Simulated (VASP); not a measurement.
# Li32F33 (a cell with a defect) in VASP: a series of runs, part 2 of 2

VASP 6.6.1. The steps go on from the part before.

### Step 3. Single point, PBEsol, collinear spin

Input file INCAR:

```
SYSTEM = Li32F33
PREC = Accurate ; ENCUT = 650
EDIFF = 1E-6 ; ISMEAR = -1
SIGMA = 0.05 ; LREAL = Auto
LASPH = .TRUE. ; NELM = 200
ALGO = Normal ; ISIF = 2
LWAVE = .FALSE. ; LCHARG = .FALSE.
ISPIN = 2 ; MAGMOM = 0 0 0 0.125 0 0 0 0 0 0 0 0 0 0 0 0 0 0 0 0 0 0 0 0 0 0 0 0 0 0 0 0 0.125 0 0 0 0.125 0 0 0 0.125 0 0.125 0 0.125 0 0 0 0 0 0 0.125 0.125 0 0 0 0 0 0 0 0 0 0 0 0
LORBIT = 11 ; GGA = PS
ISYM = -1 ; NBANDS = 206
GGA_COMPAT = .FALSE.
```

Input file KPOINTS:

```
explicit points
1
Reciprocal
  0.25000000   0.25000000   0.25000000 1
```

Input file POSCAR:

```
Li32F33
1.0
    8.0151850000      0.0000000000      0.0000000000
    0.0000000000      8.0151850000      0.0000000000
    0.0000000000      0.0000000000      8.0151850000
F Li
33 32
Direct
    0.2475850000      0.9983430000      0.0002580000
    0.2477290000      0.9998990000      0.5001960000
    0.2482970000      0.4972410000      0.0002090000
    0.2027300000      0.4516050000      0.5001900000
    0.7486910000      0.9976410000      0.0002220000
    0.7558210000      0.0047670000      0.5002330000
    0.7493830000      0.4965520000      0.0002680000
    0.7509340000      0.4966690000      0.5001900000
    0.9978350000      0.2467820000      0.0002290000
    0.9906530000      0.2396220000      0.5001710000
    0.9971060000      0.7479590000      0.0002540000
    0.9955290000      0.7478160000      0.5002210000
    0.4990100000      0.2460750000      0.0002560000
    0.4988720000      0.2444760000      0.5002120000
    0.4982950000      0.7472390000      0.0002010000
    0.5435740000      0.7925180000      0.5000550000
    0.9981810000      0.9973130000      0.2498120000
    0.9981490000      0.9973530000      0.7505970000
    0.9951430000      0.4975660000      0.2469840000
    0.9951300000      0.4975710000      0.7534900000
    0.4979940000      0.0003530000      0.2470190000
    0.4979910000      0.0003070000      0.7533920000
    0.5035250000      0.4919790000      0.2451350000
    0.5037260000      0.4918220000      0.7553670000
    0.2486340000      0.2440910000      0.2469910000
    0.2486290000      0.2440810000      0.7534820000
    0.2430280000      0.7524920000      0.2451190000
    0.2428650000      0.7526870000      0.7553760000
    0.7483490000      0.2471430000      0.2497990000
    0.7484110000      0.2470960000      0.7506050000
    0.7513770000      0.7469500000      0.2470020000
    0.7513440000      0.7469530000      0.7534010000
    0.3730350000      0.6220110000      0.5003150000
    0.9976110000      0.9979060000      0.0002260000
    0.9928290000      0.0026940000      0.5001840000
    0.9995450000      0.4967380000      0.0002610000
    0.9822720000      0.4941340000      0.5002220000
    0.4987850000      0.9960010000      0.0002540000
    0.5015200000      0.0131020000      0.5001360000
    0.4980220000      0.4974930000      0.0002880000
    0.5273000000      0.4682620000      0.5005720000
    0.2477910000      0.2484900000      0.0002480000
    0.2452930000      0.2311990000      0.5002360000
    0.2485360000      0.7469730000      0.0002680000
    0.2193060000      0.7762930000      0.5006170000
    0.7489480000      0.2465610000      0.0002500000
    0.7537250000      0.2417930000      0.5001910000
    0.7470510000      0.7477480000      0.0002590000
    0.7641550000      0.7504190000      0.5001440000
    0.2483180000      0.9984290000      0.2428040000
    0.2482810000      0.9985490000      0.7577290000
    0.2481680000      0.4971150000      0.2546660000
    0.2481910000      0.4971510000      0.7459270000
    0.7481070000      0.9970480000      0.2492120000
    0.7481350000      0.9970920000      0.7512010000
    0.7495000000      0.4972860000      0.2428300000
    0.7495820000      0.4972550000      0.7577270000
    0.9984880000      0.2474340000      0.2492570000
    0.9984620000      0.2474370000      0.7512240000
    0.9970800000      0.7472020000      0.2428930000
    0.9969780000      0.7472420000      0.7576210000
    0.4982740000      0.2460290000      0.2428730000
    0.4983070000      0.2459600000      0.7576450000
    0.4983390000      0.7472930000      0.2546220000
    0.4984510000      0.7474200000      0.7459360000
```

Potentials or basis: VASP PAW PBE potentials, release 64 (F, Li_sv).

On the command line:

```
$ cat potpaw_PBE.64/F/POTCAR potpaw_PBE.64/Li_sv/POTCAR > POTCAR
$ mpirun -np 1 vasp_std > vasp.out
```

Wall time 10 min (1 thread of Intel Xeon Platinum 8488C (Sapphire Rapids), shared host); peak memory 1 GiB.

Results (log left out):

```yaml
Free_energy: -315.3771 eV
Pressure: 2.3 GPa
Largest_force: 0.021 eV/Å
Band_gap_on_the_k_mesh: 1.34 eV
Net_moment: 1.00 μB per cell
Site_moments: F +0.00, -0.00, +0.23, +0.01, +0.45 (each value once); Li +0.00, -0.00 (each value once) μB
Valence_electrons_inside_the_program's_atomic_spheres: F 6.13, 6.14, 6.12, 6.08, 6.02 (each value once); Li 2.07, 2.08, 2.09, 2.11, 2.06 (each value once)
```

Forces on the atoms (eV/Å):
```
F   -0.003  0.000 -0.002
F   -0.001  0.010  0.002
F   -0.002  0.001 -0.001
F    0.011  0.016  0.006
F   -0.001 -0.001  0.000
F   -0.007 -0.011 -0.001
F    0.002  0.000 -0.002
F    0.011  0.003  0.001
F    0.003 -0.001 -0.001
F    0.005  0.009  0.001
F    0.004 -0.005 -0.001
F   -0.003 -0.007 -0.001
F    0.000 -0.004 -0.002
F    0.000 -0.007  0.000
F    0.000 -0.004 -0.002
F   -0.014 -0.016  0.002
F    0.000  0.000 -0.001
F    0.001  0.000  0.001
F    0.006  0.001  0.002
F    0.008  0.002 -0.003
F    0.001 -0.002 -0.003
F    0.001 -0.002  0.003
F   -0.003  0.004  0.004
F   -0.009  0.007 -0.005
F   -0.002  0.005  0.001
F   -0.001  0.008 -0.001
F    0.003  0.003  0.003
F    0.007 -0.006 -0.004
F    0.002  0.000  0.001
F    0.001  0.002  0.002
F   -0.001 -0.002  0.001
F   -0.001 -0.001 -0.001
F    0.003  0.004  0.003
Li  -0.008 -0.004  0.002
Li   0.013 -0.010  0.002
Li  -0.002 -0.004  0.002
Li  -0.016  0.008  0.001
Li  -0.002  0.000  0.000
Li  -0.004 -0.001  0.001
Li  -0.003 -0.005  0.001
Li  -0.007 -0.004 -0.005
Li   0.004  0.003  0.001
Li   0.011  0.003 -0.001
Li   0.002  0.003  0.000
Li   0.008 -0.003 -0.005
Li   0.000  0.005  0.000
Li  -0.017  0.009  0.000
Li   0.002  0.002 -0.001
Li   0.004 -0.005  0.002
Li   0.000 -0.004  0.012
Li   0.001 -0.004 -0.011
Li   0.004  0.000 -0.002
Li   0.001 -0.002  0.001
Li   0.004 -0.004  0.001
Li   0.003 -0.005 -0.003
Li  -0.001 -0.003  0.011
Li   0.000 -0.002 -0.010
Li   0.000  0.006  0.002
Li   0.000  0.005 -0.004
Li  -0.002  0.002  0.010
Li  -0.004  0.002 -0.008
Li  -0.003  0.005  0.009
Li  -0.004  0.004 -0.010
Li  -0.003 -0.002 -0.003
Li  -0.003 -0.001 -0.001
```

Stress tensor (GPa, compression positive):
```
 3.02  0.26 -0.04
 0.26  3.01 -0.04
-0.04 -0.04  0.93
```

Levels at points of the mesh, in eV from the valence-band top:
Spin up:
```tsv
k point	band 161	band 162	band 163	band 164	band 165	band 166	band 167	band 168
(0.25, 0.25, 0.25)	-0.87	-0.86	-0.83	0.00	8.77	9.68	9.79	9.85
```
Spin down:
```csv
k point,band 160,band 161,band 162,band 163,band 164,band 165,band 166,band 167
"(0.25, 0.25, 0.25)",-0.87,-0.86,-0.66,-0.59,1.34,8.77,9.69,9.79
```

Caveat: the PAW data sets were made with another functional, which shifts forces and pressure a little.
